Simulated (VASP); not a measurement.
Input of a VASP 6.6.1 run:

INCAR

```
SYSTEM = GaSb
PREC = Accurate ; ENCUT = 520
EDIFF = 1E-7 ; ISMEAR = -1
SIGMA = 0.02 ; LREAL = .FALSE.
LASPH = .TRUE. ; NELM = 60
ALGO = Normal ; ISIF = 2
LWAVE = .FALSE. ; LCHARG = .TRUE.
GGA = PE ; LELF = .TRUE.
LVHAR = .TRUE. ; NBANDS = 16
```

KPOINTS

```
Automatic mesh
0
G
  8 8 8
  0 0 0
```

Contents of POSCAR:

```
GaSb
1.0
    0.0000000000      3.1578551619      2.9884959792
    3.1578551619      0.0000000000      2.9884959792
    3.1578551619      3.1578551619      0.0000000000
Ga Sb
1 1
Direct
    0.0000000000      0.0000000000      0.0000000000
    0.2500000000      0.2500000000      0.2500000000
```

Potentials or basis: VASP PAW PBE potentials, release 64 (Ga_d, Sb).

The run is started by

```console
$ cat potpaw_PBE.64/Ga_d/POTCAR potpaw_PBE.64/Sb/POTCAR > POTCAR
$ mpirun -np 1 vasp_std > vasp.out
```

Q: Predict the pressure.

A: 0.3 GPa.

Q: Predict the band gap on the k mesh.

A: 0.28 eV, direct.

Stress tensor (GPa, compression positive):
```
-0.34  0.00  0.00
 0.00 -0.34  0.00
 0.00  0.00  1.71
```

Caveat: the cell differs from its parent crystal (epitaxial xy strain +3.0%); spin-orbit coupling is left out, which moves the levels of the heavy elements. A k mesh can miss the band edges.
